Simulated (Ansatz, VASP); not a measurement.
**HfN in VASP and in Ansatz**

```
CELL_PARAMETERS angstrom
0.00000 -2.25080 -2.25080
0.00000 2.25080 -2.25080
4.50160 0.00000 0.00000
ATOMIC_POSITIONS crystal
Hf 0.51422 0.48578 0.50000
Hf 0.98578 0.01422 0.00000
N 0.49224 0.50776 0.00000
N 0.00776 0.99224 0.50000
```

Change from the starting cell: mode 4 frozen in at -0.064 Å and mode 11 at +0.000 Å (largest displacements).

Alike in both runs: task single point; functional PBEsol; k mesh 14 × 14 × 10; occupations gaussian, width 0.15 eV; no spin polarisation.

```csv
,VASP,Ansatz
version,VASP 6.6.1,Ansatz 0.2.0
potentials or method,"VASP PAW PBE potentials, release 64 (Hf_pv, N), cutoff 520 eV","scalar-relativistic, plane waves, PAW"
valence electrons in the cell,30,62
```

```tsv
	VASP	Ansatz	Ansatz less VASP
gap on the k mesh at the Fermi level (eV)	none	none	-
pressure (GPa)	-1.8	0.3	+2.16
traceless stress, the component that is largest in VASP (GPa)	0.56	0.58	+0.020
rms of the force components (eV/Å)	0.373	0.372	-0.0013
```

VASP's potentials were made for PBE, not for PBEsol, and Ansatz warns of the same on its side. Atom by atom the forces differ by 0.004 eV/Å (rms over components). A gap of «none» marks a metal or a gap that the smearing closes. With one functional, cell and mesh, what is left measures potentials, basis and numerics. VASP's potentials hold 30 valence electrons a cell and Ansatz's 62, so a difference there can come from the potentials and not from the codes.

Neither program's run includes spin-orbit coupling.
